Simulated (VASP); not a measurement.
Write the native input for VASP 6.6.1 that does the following.

```
Task                   : single point
Functional             : r2SCAN
Potentials or basis    : VASP PAW PBE potentials, release 64 (Zn)
Cutoff                 : 520 eV
k mesh                 : 16 × 16 × 16
Occupations            : fermi-dirac, width 0.1 eV
Spin                   : no spin polarisation
Dipole correction      : no
Further INCAR settings : ALGO = Normal; EDIFF = 1e-07; NBANDS = 12
```

The system is Zn.

```
Zn
1.0
     0.00000    1.92899    1.92899
     1.92899    0.00000    1.92899
     1.92899    1.92899    0.00000
Zn
1
Cartesian
  0.0000 0.0000 0.0000
```

This isn't the form of Zn at room conditions, which is hcp.

The input as run:

POSCAR

```
Zn
1.0
    0.0000000000      1.9289940699      1.9289940699
    1.9289940699      0.0000000000      1.9289940699
    1.9289940699      1.9289940699      0.0000000000
Zn
1
Direct
    0.0000000000      0.0000000000      0.0000000000
```

INCAR.step1

```
PREC = Accurate ; ENCUT = 520
ISMEAR = -1 ; SIGMA = 0.1
LREAL = F ; LASPH = T
NELM = 80 ; NBANDS = 12
GGA = PE ; ALGO = Normal
EDIFF = 1E-4 ; LWAVE = T
LCHARG = F
```

INCAR.step2

```
PREC = Accurate ; ENCUT = 520
EDIFF = 1E-7 ; ISMEAR = -1
SIGMA = 0.1 ; LREAL = F
LASPH = T ; NELM = 80
ALGO = Normal ; ISIF = 2
LWAVE = F ; LCHARG = T
METAGGA = R2SCAN ; LMIXTAU = T
LELF = T ; LVHAR = T
NBANDS = 12 ; ISTART = 1
```

KPOINTS

```
Automatic mesh
0
Gamma
  16 16 16
```

Potentials or basis: VASP PAW PBE potentials, release 64 (Zn).

Command:

```console
$ cat potpaw_PBE.64/Zn/POTCAR > POTCAR
$ cp INCAR.step1 INCAR
$ mpirun -np 1 vasp_std > vasp.out
$ cp INCAR.step2 INCAR
$ mpirun -np 1 vasp_std > vasp.out
```

Results of the run:

* Pressure: 0.1 GPa
* Band gap on the k mesh: zero (bands 6 and 7 overlap by 3.60 eV)

Caveat: the PAW data sets were made with another functional, which shifts forces and pressure a little.

Wall time 2.1 min on 1 thread of Intel Xeon 8259CL, on a shared host, peak memory 0.14 GiB.
